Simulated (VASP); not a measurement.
# KAl3 (Pm-3m) in VASP: relaxation of cell and atoms with PBE

Aim: the relaxation of cell and atoms of KAl3 with PBE.

Everything below comes from runs of VASP 6.6.1. Logs are shortened: lines on timing, memory, paths and dates and some standing lists are left out, and cuts for length are marked.

## (1) The cell of the first run

Symmetry: Pm-3m, No. 221, cubic system. Conventional cell: a = 4.522 Å, b = 4.522 Å, c = 4.522 Å, α = 90.00°, β = 90.00°, γ = 90.00°. K (site symmetry m-3m) has 12 Al at 3.20 Å within 4.2 Å. Within 4.2 Å of Al (site symmetry 4/mmm) lie 4 K at 3.20 Å and 8 Al at 3.20 Å.

## (2) Relaxation of cell and atoms, PBE

INCAR

```
SYSTEM = KAl3
PREC     = Accurate       ! precision mode
ENCUT    = 600            ! plane-wave cutoff, eV
EDIFF    = 1E-6           ! SCF threshold, eV
ISMEAR   = 0              ! smearing method
SIGMA    = 0.1            ! smearing width, eV
LREAL    = .FALSE.        ! projectors in reciprocal space
LASPH    = .TRUE.         ! aspherical terms in the spheres
NELM     = 100            ! most SCF steps
ALGO     = Normal         ! electronic algorithm
ISIF     = 3              ! what is computed and relaxed
LWAVE    = .FALSE.        ! write WAVECAR
LCHARG   = .FALSE.        ! write CHGCAR
GGA      = PE             ! functional
IBRION   = 2              ! ionic algorithm
NSW      = 100            ! ionic steps
EDIFFG   = -0.01          ! ionic threshold
```

KPOINTS

```
Automatic mesh
0
G
  10 10 10
  0 0 0
```

POSCAR

```
KAl3
1.0
    4.5221211071      0.0000000000      0.0000000000
    0.0000000000      4.5221211071      0.0000000000
    0.0000000000      0.0000000000      4.5221211071
K Al
1 3
Direct
    0.0000000000      0.0000000000      0.0000000000
    0.0000000000      0.5000000000      0.5000000000
    0.5000000000      0.0000000000      0.5000000000
    0.5000000000      0.5000000000      0.0000000000
```

Potentials or basis: VASP PAW PBE potentials, release 64 (K_sv, Al).

Command:

```console
cat potpaw_PBE.64/K_sv/POTCAR potpaw_PBE.64/Al/POTCAR > POTCAR
mpirun -np 1 vasp_std > vasp.out
```

OUTCAR:

```text
SYSTEM = KAl3
   PREC = Accurate
   ENCUT = 600
   EDIFF = 1E-6
   ISMEAR = 0
   LREAL = .FALSE.
   LASPH = .TRUE.
   NELM = 100
   ISIF = 3
   GGA = PE
   IBRION = 2
   NSW = 100
   EDIFFG = -0.01

 ion  position               nearest neighbor table
   1  0.000  0.000  0.000-   2 3.20   3 3.20   4 3.20   2 3.20   3 3.20   2 3.20   4 3.20   2 3.20
                             3 3.20   4 3.20   3 3.20   4 3.20
   2  0.000  0.500  0.500-   1 3.20   3 3.20   4 3.20   1 3.20   4 3.20   1 3.20   3 3.20   1 3.20
                             3 3.20   4 3.20   4 3.20   3 3.20
   3  0.500  0.000  0.500-   1 3.20   2 3.20   4 3.20   1 3.20   4 3.20   2 3.20   4 3.20   4 3.20
                             1 3.20   2 3.20   1 3.20   2 3.20
   4  0.500  0.500  0.000-   1 3.20   2 3.20   3 3.20   2 3.20   3 3.20   1 3.20   3 3.20   3 3.20
                             1 3.20   2 3.20   2 3.20   1 3.20

  LATTYP: Found a simple cubic cell.
 ALAT       =     4.5221211071

  Lattice vectors:

 A1 = (   4.5221211071,   0.0000000000,   0.0000000000)
 A2 = (   0.0000000000,   4.5221211071,   0.0000000000)
 A3 = (   0.0000000000,   0.0000000000,   4.5221211071)

Analysis of symmetry for initial positions (statically):
=====================================================================
 Subroutine PRICEL returns:
 Original cell was already a primitive cell.

 Routine SETGRP: Setting up the symmetry group for a
 simple cubic supercell.

 Subroutine GETGRP returns: Found 48 space group operations
 (whereof 48 operations were pure point group operations)
 out of a pool of 48 trial point group operations.

The static configuration has the point symmetry O_h .

Analysis of symmetry for dynamics (positions and initial velocities):
=====================================================================
 Subroutine PRICEL returns:
 Original cell was already a primitive cell.

 Routine SETGRP: Setting up the symmetry group for a
 simple cubic supercell.

 Subroutine GETGRP returns: Found 48 space group operations
 (whereof 48 operations were pure point group operations)
 out of a pool of 48 trial point group operations.

The dynamic configuration has the point symmetry O_h .

 Subroutine INISYM returns: Found 48 space group operations
 (whereof 48 operations are pure point group operations),
 and found     1 'primitive' translations

----------------------------------------------------------------------------------------

                                     Primitive cell

[... 109 lines left out ...]
   ISMEAR =     0;   SIGMA  =   0.10  broadening in eV -4-tet -1-fermi 0-gaus
   EFERMI_NEDOS =   21; number of points for ismear=-14 and -15
   IALGO  =     38    algorithm
   IMIX   =      4    mixing-type and parameters
     AMIX     =   0.40;   BMIX     =  1.00
     AMIX_MAG =   1.60;   BMIX_MAG =  1.00
  volume/ion in A,a.u.               =      23.12       156.01
  Fermi-wavevector in a.u.,A,eV,Ry     =   0.948761  1.792898 12.247249  0.900147
  Thomas-Fermi vector in A             =   2.076980
   LORBIT       =      0    0 simple, 1 ext, 2 COOP (PROOUT), +10 PAW based schemes
   GGA     = PE    functional components
   LHFCALC =     F    Hartree Fock is set to
   AEXX    =    0.0000 exact exchange contribution
   IVDW    =     0    specifies the selected vdW correction
   LEPSILON=     F    determine dielectric tensor
   LRPA    =     F    only Hartree local field effects (RPA)
 conjugate gradient relaxation of ions
 non-spin polarized calculation
 Gauss-broadening in eV      SIGMA  =   0.10
  energy-cutoff  :      600.00
  volume of cell :       92.48
 maximum number of plane-waves:      3136
   NGX = 19   NGY = 19   NGZ = 19

 number of electron      17.9999999 magnetization

 Free energy of the ion-electron system (eV)
  ---------------------------------------------------
  ext. energy  EPLUGINS =         0.00000000
  ---------------------------------------------------
  free energy    TOTEN  =       -10.34130335 eV

  energy without entropy =      -10.33117538  energy(sigma->0) =      -10.33623936

 E-fermi :   4.1256     XC(G=0):  -9.1115

 val. band max:        4.1166203400   @ k =   0.5000   0.1000   0.1000
 cond. band min:       4.1552179470   @ k =   0.4000   0.3000   0.2000
 fundamental gap:      0.0385976070
 Fermi energy:         4.1256151400

 k-point     1 :       0.0000    0.0000    0.0000
  band No.  band energies     occupation
      1     -25.7485      2.00000
      2      -9.3989      2.00000
      3      -9.3989      2.00000
      4      -9.3989      2.00000
      5      -3.7744      2.00000
      6       2.3356      2.00000
      7       2.3356      2.00000
      8       3.3202      2.00000
      9       3.3202      2.00000
     10       3.3202      2.00000
     11       6.8746      0.00000
     12       8.4024      0.00000
     13       8.4024      0.00000
[... 354 lines left out ...]
  band No.  band energies     occupation
      1     -25.7450      2.00000
      2      -9.4979      2.00000
      3      -9.4036      2.00000
      4      -9.3996      2.00000
      5      -2.9186      2.00000
      6       0.0067      2.00000
      7       2.0621      2.00000
      8       3.0209      2.00000
      9       4.4990      0.00000
     10       5.2393      0.00000
     11       5.7282      0.00000
     12       5.9113      0.00000
     13       7.3525      0.00000

 [... further k-points ...]

------------------------ aborting loop because EDIFF is reached ----------------------------------------

  FORCE on cell =-STRESS in cart. coord.  units (eV):
  Direction    XX          YY          ZZ          XY          YZ          ZX
  --------------------------------------------------------------------------------------
  -------------------------------------------------------------------------------------
  Total       -0.0171285     -0.0171285     -0.0171285     -0.0000000      0.0000000     -0.0000000
  in kB       -0.2967585     -0.2967585     -0.2967585     -0.0000000      0.0000000     -0.0000000
  external PRESSURE =      -0.2967585 kB  Pullay stress =       0.0000000 kB

 VOLUME and BASIS-vectors are now :
 -----------------------------------------------------------------------------
  energy-cutoff  :      600.00
  volume of cell :       92.48
      direct lattice vectors                 reciprocal lattice vectors
     4.522121107  0.000000000  0.000000000     0.221135166  0.000000000  0.000000000
     0.000000000  4.522121107  0.000000000     0.000000000  0.221135166  0.000000000
     0.000000000  0.000000000  4.522121107     0.000000000  0.000000000  0.221135166

 POSITION                                       TOTAL-FORCE (eV/Angst)
 -----------------------------------------------------------------------------------
      0.00000      0.00000      0.00000         0.000000      0.000000      0.000000
      0.00000      2.26106      2.26106         0.000000      0.000000      0.000000
      2.26106      0.00000      2.26106         0.000000      0.000000      0.000000
      2.26106      2.26106      0.00000         0.000000      0.000000      0.000000
 -----------------------------------------------------------------------------------
    total drift:                                0.000000     -0.000000     -0.000000

  FREE ENERGIE OF THE ION-ELECTRON SYSTEM (eV)
  ---------------------------------------------------
  free  energy   TOTEN  =       -10.3413033512 eV

  energy  without entropy=      -10.3311753784  energy(sigma->0) =      -10.33623936

 reached required accuracy - stopping structural energy minimisation
```

It took 36 s on 1 thread of Intel Xeon Platinum 8259CL at 2.50GHz (Skylake/Cascade Lake), shared host; peak memory 0.25 GiB.

What came out:

- Free energy: -10.3413 eV
- Pressure after relaxing: 0.0 GPa
- Band gap on the k mesh: zero (bands 9 and 10 overlap by 2.36 eV)

Final structure:
```cif
data_structure
_symmetry_space_group_name_H-M 'P 1'
_symmetry_Int_Tables_number 1
_cell_length_a 4.5221
_cell_length_b 4.5221
_cell_length_c 4.5221
_cell_angle_alpha 90.000
_cell_angle_beta 90.000
_cell_angle_gamma 90.000
_cell_volume 92.48
loop_
_atom_site_label
_atom_site_type_symbol
_atom_site_fract_x
_atom_site_fract_y
_atom_site_fract_z
_atom_site_occupancy
K1 K 0.00000 0.00000 0.00000 1
Al1 Al 0.00000 0.50000 0.50000 1
Al2 Al 0.50000 0.00000 0.50000 1
Al3 Al 0.50000 0.50000 0.00000 1
```

Caveat: the relaxation stopped at its first step, so nothing moved.
